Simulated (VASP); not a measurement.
Set up this calculation in VASP 6.6.1, as the native input.

```yaml
Task: single point
Functional: PBE
Potentials_or_basis: VASP PAW PBE potentials, release 64 (Sb)
Cutoff: 520 eV
k_mesh: 15 × 15 × 8
Occupations: gaussian, width 0.1 eV
Spin: no spin polarisation
Dipole_correction: no
Further_INCAR_settings: ALGO = Normal; EDIFF = 1e-06; NBANDS = 12
```

The structure of Sb lies in POSCAR:

```
Sb
1.0
    3.4625910045      0.0000000000      0.0000000000
   -1.7312955023      2.9986917728      0.0000000000
    0.0000000000      0.0000000000      5.6379674000
Sb
2
Direct
    0.3333333333      0.6666666667      0.2500000000
    0.6666666667      0.3333333333      0.7500000000
```

This isn't the form of Sb at room conditions, which is rhombohedral.

This cell differs from its parent crystal: strained.

The input as run:

INCAR

```
SYSTEM = Sb
  PREC = Accurate
  ENCUT = 520
  EDIFF = 1E-6
  ISMEAR = 0
  SIGMA = 0.1
  LREAL = .False.
  LASPH = .True.
  NELM = 80
  ALGO = Normal
  ISIF = 2
  LWAVE = .False.
  LCHARG = .False.
  GGA = PE
  NBANDS = 12
```

KPOINTS

```
Automatic mesh
0
Gamma
  15 15 8
  0 0 0
```

Potentials or basis: VASP PAW PBE potentials, release 64 (Sb).

Run with:

```sh
$ cat potpaw_PBE.64/Sb/POTCAR > POTCAR
$ mpirun -np 1 vasp_std > vasp.out
```

It gave:

```
Pressure               : -3.6 GPa
Band gap on the k mesh : zero (bands 5 and 6 overlap by 6.78 eV)
```

Caveat: the cell differs from its parent crystal (strained); the cell stands under tension; spin-orbit coupling is left out, which moves the levels of the heavy elements.

It took 60 s on 1 thread of Intel Xeon 8259CL, with other jobs on the host, peak memory 0.23 GiB.
